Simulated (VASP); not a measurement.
# MgZnO4 (F-43m) in VASP: a series of runs

MgZnO4 is run at these levels: PBE; tasks: single point, relaxation of cell and atoms.

Program: VASP 6.6.1. These are calculated values, not measurements. Logs are shortened: lines on timing, memory, paths and dates and some standing lists are left out, and cuts for length are marked.

## (1) The cell of the first run

Symmetry: F-43m, No. 216, cubic system. Conventional cell: a = 6.241 Å, b = 6.241 Å, c = 6.241 Å, α = 90.00°, β = 90.00°, γ = 90.00°. Mg (site symmetry -43m) has 12 O at 2.59 Å and 4 Zn at 2.70 Å within 3.4 Å. Zn (site symmetry -43m) has 12 O at 2.59 Å and 4 Mg at 2.70 Å within 3.4 Å. O (site symmetry 3m) has 6 O at 2.20 to 2.21 Å and 3 Mg at 2.59 Å and 3 Zn at 2.59 Å within 2.9 Å.

## (2) Single point, PBE

Contents of INCAR:

```
PREC     = Accurate       # precision mode
ENCUT    = 520            # plane-wave cutoff, eV
EDIFF    = 1E-7           # SCF threshold, eV
ISMEAR   = 0              # smearing method
SIGMA    = 0.1            # smearing width, eV
LREAL    = False          # projectors in reciprocal space
LASPH    = True           # aspherical terms in the spheres
NELM     = 60             # most SCF steps
ALGO     = Normal         # electronic algorithm
ISIF     = 2              # what is computed and relaxed
LWAVE    = False          # write WAVECAR
LCHARG   = True           # write CHGCAR
GGA      = PE             # functional
LELF     = True           # ELF
LVHAR    = True         
NBANDS   = 28             # bands
```

Contents of KPOINTS:

```
Automatic mesh
0
Gamma
  10 10 10
```

Contents of POSCAR:

```
MgZnO4
1.0
    0.0000000000      3.1203021257      3.1203021257
    3.1203021257      0.0000000000      3.1203021257
    3.1203021257      3.1203021257      0.0000000000
Mg Zn O
1 1 4
Direct
    0.7500000000      0.7500000000      0.7500000000
    0.0000000000      0.0000000000      0.0000000000
    0.3753325827      0.8740022520      0.3753325827
    0.8740022520      0.3753325827      0.3753325827
    0.3753325827      0.3753325827      0.8740022520
    0.3753325827      0.3753325827      0.3753325827
```

Potentials or basis: VASP PAW PBE potentials, release 64 (Mg, Zn, O).

The run is started by

```sh
cat potpaw_PBE.64/Mg/POTCAR potpaw_PBE.64/Zn/POTCAR potpaw_PBE.64/O/POTCAR > POTCAR
mpirun -np 1 vasp_std > vasp.out
```

OUTCAR:

```text
PREC = Accurate
   ENCUT = 520
   EDIFF = 1E-7
   ISMEAR = 0
   LREAL = False
   LASPH = True
   NELM = 60
   ISIF = 2
   GGA = PE

 ion  position               nearest neighbor table
   1  0.750  0.750  0.750-   3 2.59   4 2.59   5 2.59   6 2.59   6 2.59   6 2.59   3 2.59   4 2.59
                             3 2.59   4 2.59   5 2.59   5 2.59   2 2.70   2 2.70   2 2.70   2 2.70
   2  0.000  0.000  0.000-   1 2.70   1 2.70   1 2.70   1 2.70
   3  0.375  0.874  0.375-   1 2.59   1 2.59   1 2.59
   4  0.874  0.375  0.375-   1 2.59   1 2.59   1 2.59
   5  0.375  0.375  0.874-   1 2.59   1 2.59   1 2.59
   6  0.375  0.375  0.375-   1 2.59   1 2.59   1 2.59

  LATTYP: Found a face centered cubic cell.
 ALAT       =     6.2406042514

  Lattice vectors:

 A1 = (   0.0000000000,   3.1203021257,   3.1203021257)
 A2 = (   3.1203021257,   0.0000000000,   3.1203021257)
 A3 = (   3.1203021257,   3.1203021257,   0.0000000000)

Analysis of symmetry for initial positions (statically):
=====================================================================
 Subroutine PRICEL returns:
 Original cell was already a primitive cell.

 Routine SETGRP: Setting up the symmetry group for a
 face centered cubic supercell.

 Subroutine GETGRP returns: Found 24 space group operations
 (whereof 24 operations were pure point group operations)
 out of a pool of 48 trial point group operations.

The static configuration has the point symmetry T_d .

Analysis of symmetry for dynamics (positions and initial velocities):
=====================================================================
 Subroutine PRICEL returns:
 Original cell was already a primitive cell.

 Routine SETGRP: Setting up the symmetry group for a
 face centered cubic supercell.

 Subroutine GETGRP returns: Found 24 space group operations
 (whereof 24 operations were pure point group operations)
 out of a pool of 48 trial point group operations.

The dynamic configuration has the point symmetry T_d .

 Subroutine INISYM returns: Found 24 space group operations
 (whereof 24 operations are pure point group operations),
 and found     1 'primitive' translations

----------------------------------------------------------------------------------------

                                     Primitive cell

  volume of cell :      60.7603

  direct lattice vectors                    reciprocal lattice vectors
     0.000000000  3.120302126  3.120302126    -0.160240893  0.160240893  0.160240893
     3.120302126  0.000000000  3.120302126     0.160240893 -0.160240893  0.160240893
     3.120302126  3.120302126  0.000000000     0.160240893  0.160240893 -0.160240893

  length of vectors
     4.412773585  4.412773585  4.412773585     0.277545369  0.277545369  0.277545369

  position of ions in fractional coordinates (direct lattice)
     0.750000000  0.750000000  0.750000000
     0.000000000  0.000000000  0.000000000
     0.375332583  0.874002252  0.375332583
     0.874002252  0.375332583  0.375332583
     0.375332583  0.375332583  0.874002252
     0.375332583  0.375332583  0.375332583

  ion indices of the primitive-cell ions
   primitive index   ion index
                 1           1
                 2           2
                 3           3
                 4           4
                 5           5
                 6           6

----------------------------------------------------------------------------------------

 KPOINTS: Automatic mesh

Automatic generation of k-mesh.
 Grid dimensions read from file:
 generate k-points for:   10   10   10

 Generating k-lattice:

  Cartesian coordinates                     Fractional coordinates (reciprocal lattice)
    -0.016024089  0.016024089  0.016024089     0.100000000  0.000000000  0.000000000
     0.016024089 -0.016024089  0.016024089     0.000000000  0.100000000  0.000000000
     0.016024089  0.016024089 -0.016024089     0.000000000  0.000000000  0.100000000

  Length of vectors
     0.027754537  0.027754537  0.027754537

  Shift w.r.t. Gamma in fractional coordinates (k-lattice)
     0.000000000  0.000000000  0.000000000

 Subroutine IBZKPT returns following result:
 ===========================================

 Found     47 irreducible k-points:

 Following reciprocal coordinates:
            Coordinates               Weight
  0.000000  0.000000  0.000000      1.000000
  0.100000  0.000000  0.000000      8.000000
  0.200000  0.000000  0.000000      8.000000
  0.300000  0.000000  0.000000      8.000000
  0.400000  0.000000  0.000000      8.000000
  0.500000  0.000000  0.000000      4.000000
[... 16 lines left out ...]
  0.300000  0.300000  0.000000      6.000000
  0.400000  0.300000  0.000000     24.000000
 [... further k-points ...]
   k-points           NKPTS =     47   k-points in BZ     NKDIM =     47   number of bands    NBANDS=     28
   number of dos      NEDOS =    301   number of ions     NIONS =      6
   total plane-waves  NPLWV =  46656
   dimension x,y,z NGX =    36 NGY =   36 NGZ =   36
   dimension x,y,z NGXF=    72 NGYF=   72 NGZF=   72
   ions per type =               1   1   4
   NGX,Y,Z   is equivalent  to a cutoff of  13.56, 13.56, 13.56 a.u.
   NGXF,Y,Z  is equivalent  to a cutoff of  27.13, 27.13, 27.13 a.u.
 SYSTEM =  unknown system
   PREC   = accura    normal or accurate (medium, high low for compatibility)
   ISTART =      0    job   : 0-new  1-cont  2-samecut
   ICHARG =      2    charge: 1-file 2-atom 10-const
   ISPIN  =      1    spin polarized calculation?
   LNONCOLLINEAR =      F non collinear calculations
   LSORBIT =      F    spin-orbit coupling
   LASPH  =      T    aspherical Exc in radial PAW
   ENCUT  =  520.0 eV  38.22 Ry    6.18 a.u.   8.20  8.20  8.20*2*pi/ulx,y,z
   NELM   =     60;   NELMIN=  2; NELMDL= -5     # of ELM steps
   EDIFF  = 0.1E-06   stopping-criterion for ELM
   LREAL  =      F    real-space projection
   EDIFFG = 0.1E-05   stopping-criterion for IOM
   NSW    =      0    number of steps for IOM
   IBRION =     -1    ionic relax: 0-MD 1-quasi-New 2-CG
   NFREE  =      0    steps in history (QN), initial steepest desc. (CG)
   ISIF   =      2    stress and relaxation
   ISYM   =      2    0-nonsym 1-usesym 2-fastsym
   POTIM  = 0.5000    time-step for ionic-motion
   TEBEG  =    0.0;   TEEND  =   0.0 temperature during run
   PSTRESS=    0.0 pullay stress
   NELECT =      38.0000    total number of electrons
   NUPDOWN=      -1.0000    fix difference up-down
   EMIN   =  10.00;   EMAX   =-10.00  energy-range for DOS
   EFERMI =   0.00;   METHOD = LEGACY
   ISMEAR =     0;   SIGMA  =   0.10  broadening in eV -4-tet -1-fermi 0-gaus
   EFERMI_NEDOS =   21; number of points for ismear=-14 and -15
   IALGO  =     38    algorithm
   IMIX   =      4    mixing-type and parameters
     AMIX     =   0.40;   BMIX     =  1.00
     AMIX_MAG =   1.60;   BMIX_MAG =  1.00
  volume/ion in A,a.u.               =      10.13        68.34
  Fermi-wavevector in a.u.,A,eV,Ry     =   1.400004  2.645625 26.667585  1.960012
  Thomas-Fermi vector in A             =   2.523008
   LORBIT       =      0    0 simple, 1 ext, 2 COOP (PROOUT), +10 PAW based schemes
   GGA     = PE    functional components
   LHFCALC =     F    Hartree Fock is set to
   AEXX    =    0.0000 exact exchange contribution
   IVDW    =     0    specifies the selected vdW correction
   LEPSILON=     F    determine dielectric tensor
   LRPA    =     F    only Hartree local field effects (RPA)
 non-spin polarized calculation
 Gauss-broadening in eV      SIGMA  =   0.10
  energy-cutoff  :      520.00
  volume of cell :       60.76
 maximum number of plane-waves:      1660
 NGX is ok and might be reduce to    36
   NGX = 17   NGY = 17   NGZ = 17

 number of electron      38.0000004 magnetization

 Free energy of the ion-electron system (eV)
  ---------------------------------------------------
  ext. energy  EPLUGINS =         0.00000000
  ---------------------------------------------------
  free energy    TOTEN  =       -19.74968407 eV

  energy without entropy =      -19.73034510  energy(sigma->0) =      -19.74001459

 E-fermi :   3.7039     XC(G=0): -11.3124

 val. band max:        3.6745180344   @ k =  -0.1000   0.1000   0.0000
 cond. band min:       3.7239379903   @ k =   0.3000   0.0000   0.0000
 fundamental gap:      0.0494199558
 Fermi energy:         3.7039026251

 k-point     1 :       0.0000    0.0000    0.0000
  band No.  band energies     occupation
      1     -16.6024      2.00000
      2     -12.7883      2.00000
      3     -12.7883      2.00000
      4     -12.7883      2.00000
      5      -3.8226      2.00000
      6      -3.8226      2.00000
[... 20 lines left out ...]
     27      15.8190      0.00000
     28      15.8190      0.00000

 k-point     2 :       0.1000    0.0000    0.0000
  band No.  band energies     occupation
      1     -16.5474      2.00000
      2     -12.9010      2.00000
      3     -12.7955      2.00000
      4     -12.7955      2.00000
      5      -3.8505      2.00000
      6      -3.8505      2.00000
[... 20 lines left out ...]
     27      15.4580      0.00000
     28      15.7565      0.00000

 k-point     3 :       0.2000    0.0000    0.0000
  band No.  band energies     occupation
      1     -16.3893      2.00000
      2     -13.2040      2.00000
      3     -12.8139      2.00000
      4     -12.8139      2.00000
      5      -3.8452      2.00000
      6      -3.8452      2.00000
[... 20 lines left out ...]
     27      14.9494      0.00000
     28      15.6025      0.00000

 k-point     4 :       0.3000    0.0000    0.0000
  band No.  band energies     occupation
      1     -16.1521      2.00000
      2     -13.6092      2.00000
      3     -12.8366      2.00000
      4     -12.8366      2.00000
      5      -3.8043      2.00000
      6      -3.8043      2.00000
[... 578 lines left out ...]
     27      14.2502      0.00000
     28      15.7010      0.00000

 k-point    23 :       0.3000    0.3000    0.0000
  band No.  band energies     occupation
      1     -15.9679      2.00000
      2     -13.8179      2.00000
      3     -12.8933      2.00000
      4     -12.8933      2.00000
      5      -4.0144      2.00000
      6      -3.7223      2.00000
[... 20 lines left out ...]
     27      14.7379      0.00000
     28      15.1561      0.00000

 k-point    24 :       0.4000    0.3000    0.0000
  band No.  band energies     occupation
      1     -15.7330      2.00000
      2     -14.1316      2.00000
      3     -12.9229      2.00000
      4     -12.9121      2.00000
      5      -3.9801      2.00000
      6      -3.6989      2.00000
[... 20 lines left out ...]
     27      14.6192      0.00000
     28      15.2038      0.00000

 [... further k-points ...]
[... 5 lines left out ...]
  --------------------------------------------------------------------------------------
  -------------------------------------------------------------------------------------
  Total       -0.0902534     -0.0902534     -0.0902534     -0.0000000      0.0000000     -0.0000000
  in kB       -2.3798753     -2.3798753     -2.3798753     -0.0000000      0.0000000     -0.0000000
  external PRESSURE =      -2.3798753 kB  Pullay stress =       0.0000000 kB

 VOLUME and BASIS-vectors are now :
 -----------------------------------------------------------------------------
  energy-cutoff  :      520.00
  volume of cell :       60.76
      direct lattice vectors                 reciprocal lattice vectors
     0.000000000  3.120302126  3.120302126    -0.160240893  0.160240893  0.160240893
     3.120302126  0.000000000  3.120302126     0.160240893 -0.160240893  0.160240893
     3.120302126  3.120302126  0.000000000     0.160240893  0.160240893 -0.160240893

 POSITION                                       TOTAL-FORCE (eV/Angst)
 -----------------------------------------------------------------------------------
      4.68045      4.68045      4.68045        -0.000000     -0.000000     -0.000000
      0.00000      0.00000      0.00000        -0.000000     -0.000000     -0.000000
      3.89830      2.34230      3.89830        -0.001922      0.001922     -0.001922
      2.34230      3.89830      3.89830         0.001922     -0.001922     -0.001922
      3.89830      3.89830      2.34230        -0.001922     -0.001922      0.001922
      2.34230      2.34230      2.34230         0.001922      0.001922      0.001922
 -----------------------------------------------------------------------------------
    total drift:                               -0.000001     -0.000001     -0.000001

  FREE ENERGIE OF THE ION-ELECTRON SYSTEM (eV)
  ---------------------------------------------------
  free  energy   TOTEN  =       -19.7496840741 eV

  energy  without entropy=      -19.7303451014  energy(sigma->0) =      -19.74001459
```

Run time: 39 s. Hardware: 1 thread of Intel Xeon 6975P-C (Granite Rapids), shared host; peak memory 0.24 GiB.

What came out:

```yaml
Free_energy: -19.7497 eV
Pressure: -0.2 GPa
Largest_force: 0.003 eV/Å
Band_gap_on_the_k_mesh: zero (band 19 reaches 3.76 eV, above the bottom of band 20 at 3.58 eV)
```

Forces on the atoms (eV/Å):
```
Mg   0.000  0.000  0.000
Zn   0.000  0.000  0.000
O   -0.002  0.002 -0.002
O    0.002 -0.002 -0.002
O   -0.002 -0.002  0.002
O    0.002  0.002  0.002
```

## (3) Relaxation of cell and atoms, PBE

This run uses another cell than the first one, of 11.05 Å³/atom, 1.092 times its volume.

Contents of INCAR:

```
SYSTEM = MgZnO4
PREC     = Accurate       ! precision mode
ENCUT    = 600            ! plane-wave cutoff, eV
EDIFF    = 1E-6           ! SCF threshold, eV
ISMEAR   = 0              ! smearing method
SIGMA    = 0.1            ! smearing width, eV
LREAL    = .False.        ! projectors in reciprocal space
LASPH    = .True.         ! aspherical terms in the spheres
NELM     = 60             ! most SCF steps
ALGO     = Normal         ! electronic algorithm
ISIF     = 3              ! what is computed and relaxed
LWAVE    = .False.        ! write WAVECAR
LCHARG   = .False.        ! write CHGCAR
GGA      = PE             ! functional
IBRION   = 2              ! ionic algorithm
NSW      = 90             ! ionic steps
EDIFFG   = -0.04          ! ionic threshold
```

Contents of KPOINTS:

```
Automatic mesh
0
Gamma
  6 6 6
  0 0 0
```

Contents of POSCAR:

```
MgZnO4
1.0
    0.0000000000      3.2128234000      3.2128234000
    3.2128234000      0.0000000000      3.2128234000
    3.2128234000      3.2128234000      0.0000000000
Mg Zn O
1 1 4
Direct
    0.2500000000      0.2500000000      0.2500000000
    0.0000000000      0.0000000000      0.0000000000
    0.6250080000      0.6250080000      0.6250080000
    0.6250080000      0.1249760000      0.6250080000
    0.1249760000      0.6250080000      0.6250080000
    0.6250080000      0.6250080000      0.1249760000
```

Potentials or basis: VASP PAW PBE potentials, release 64 (Mg, Zn, O).

The run is started by

```sh
cat potpaw_PBE.64/Mg/POTCAR potpaw_PBE.64/Zn/POTCAR potpaw_PBE.64/O/POTCAR > POTCAR
mpirun -np 1 vasp_std > vasp.out
```

Wall time 25 s (1 thread of Intel Xeon 6975P-C (Granite Rapids), shared host); peak memory 0.23 GiB.

Results (log left out):

```
Free energy                            : -19.7776 eV
Relaxed volume                         : 10.09 Å³/atom
Relaxed cell                           : a = 4.408 Å, b = 4.408 Å, c = 4.408 Å, α = 60.00°, β = 60.00°, γ = 60.00°
Space group after relaxing (to 0.05 Å) : F-43m (No. 216)
Energy gained by relaxing              : 29.7 meV/atom
Ionic steps                            : 2
Pressure after relaxing                : -0.1 GPa
Band gap on the k mesh                 : zero (band 19 reaches 3.79 eV, above the bottom of band 20 at 3.60 eV)
```

The path:
```
step  energy change (eV)  largest force (eV/Å)  pressure (GPa)  volume (Å³)
   1              0.0000                0.0818           -8.99        66.33
   2             -0.1784                0.0012           -0.07        60.55
```

Final structure:
```
Mg Zn O
1.0
     0.00000    3.11668    3.11668
     3.11668    0.00000    3.11668
     3.11668    3.11668    0.00000
Mg Zn O
1 1 4
Direct
  0.25000 0.25000 0.25000
  0.00000 0.00000 0.00000
  0.62465 0.62465 0.62465
  0.62465 0.12604 0.62465
  0.12604 0.62465 0.62465
  0.62465 0.62465 0.12604
```

Levels at points of the mesh, in eV from the Fermi level:
```
           k point  band 16  band 17  band 18  band 19  band 20  band 21  band 22  band 23
(0.00, 0.00, 0.00)    -2.69     0.03     0.03     0.03     0.89     0.89     0.89     4.32
(0.50, 0.00, 0.00)    -2.13    -2.13    -2.13     0.06     0.38     0.81     0.81     2.73
(0.50, 0.50, 0.00)    -2.20    -2.07    -2.07    -1.97     0.68     0.68     1.70     3.72
```

## (4) Relaxation of cell and atoms, PBE

Contents of INCAR:

```
SYSTEM = MgZnO4
PREC = Accurate ; ENCUT = 600
EDIFF = 1E-6 ; ISMEAR = 0
SIGMA = 0.1 ; LREAL = .FALSE.
LASPH = .TRUE. ; NELM = 100
ALGO = Normal ; ISIF = 3
LWAVE = .FALSE. ; LCHARG = .FALSE.
GGA = PE ; IBRION = 2
NSW = 100 ; EDIFFG = -0.01
```

Contents of KPOINTS:

```
regular mesh
0
G
  10 10 10
  0 0 0
```

Contents of POSCAR:

```
MgZnO4
1.0
    0.0000000000      3.1191181529      3.1191181529
    3.1191181529      0.0000000000      3.1191181529
    3.1191181529      3.1191181529      0.0000000000
Mg Zn O
1 1 4
Direct
    0.7500000000      0.7500000000      0.7500000000
    0.0000000000      0.0000000000      0.0000000000
    0.3753246688      0.8740259935      0.3753246688
    0.8740259935      0.3753246688      0.3753246688
    0.3753246688      0.3753246688      0.8740259935
    0.3753246688      0.3753246688      0.3753246688
```

The run is started by

```sh
cat potpaw_PBE.64/Mg/POTCAR potpaw_PBE.64/Zn/POTCAR potpaw_PBE.64/O/POTCAR > POTCAR
mpirun -np 1 vasp_std > vasp.out
```

Run time: 5 min. Hardware: 1 thread of AMD EPYC 7R13, shared host; peak memory 0.24 GiB.

The run converged. Its results:

* Free energy: -19.7525 eV
* Relaxed volume: 10.10 Å³/atom
* Relaxed cell: a = 4.408 Å, b = 4.408 Å, c = 4.408 Å, α = 60.00°, β = 60.00°, γ = 60.00°
* Space group after relaxing (to 0.05 Å): F-43m (No. 216)
* Energy gained by relaxing: 0.0 meV/atom
* Ionic steps: 2
* Pressure after relaxing: 0.0 GPa
* Band gap on the k mesh: zero (band 19 reaches 3.79 eV, above the bottom of band 20 at 3.61 eV)

Final structure:
```
Mg Zn O
1.0
     0.00000    3.11710    3.11710
     3.11710    0.00000    3.11710
     3.11710    3.11710    0.00000
Mg Zn O
1 1 4
Cartesian
  4.6756 4.6756 4.6756
  3.1171 0.0000 3.1171
  3.8942 2.3400 3.8942
  2.3400 3.8942 3.8942
  3.8942 3.8942 2.3400
  2.3400 2.3400 2.3400
```

Levels at points of the mesh, in eV from the Fermi level:
| k point | band 17 | band 18 | band 19 | band 20 | band 21 | band 22 |
| --- | --- | --- | --- | --- | --- | --- |
| (0.00, 0.00, 0.00) | 0.03 | 0.03 | 0.03 | 0.89 | 0.89 | 0.89 |
| (0.50, 0.00, 0.00) | -2.13 | -2.13 | 0.06 | 0.37 | 0.81 | 0.81 |
| (0.50, 0.50, 0.00) | -2.07 | -2.07 | -1.97 | 0.68 | 0.68 | 1.70 |

## (5) The runs side by side

| task | cell | k mesh | cutoff (eV) | gap on the mesh (eV) | pressure (GPa) | relaxed volume (Å³/atom) |
| --- | --- | --- | --- | --- | --- | --- |
| single point | a = 4.413 Å, angles 60.0°, 6 atoms | 10 × 10 × 10 | 520 | none | -0.2 | - |
| relaxation of cell and atoms | relaxed from a = 4.544 Å, angles 60.0°, 6 atoms | 6 × 6 × 6 | 600 | none | -0.1 | 10.09 |
| relaxation of cell and atoms | relaxed from a = 4.411 Å, angles 60.0°, 6 atoms | 10 × 10 × 10 | 600 | none | 0.0 | 10.10 |

Alike in all rows: level PBE; potentials or basis VASP PAW PBE potentials, release 64 (Mg, Zn, O); no spin polarisation; smearing gaussian 0.1 eV.

Total energies depend on the potentials used, so only differences within one code and one set of settings carry meaning.
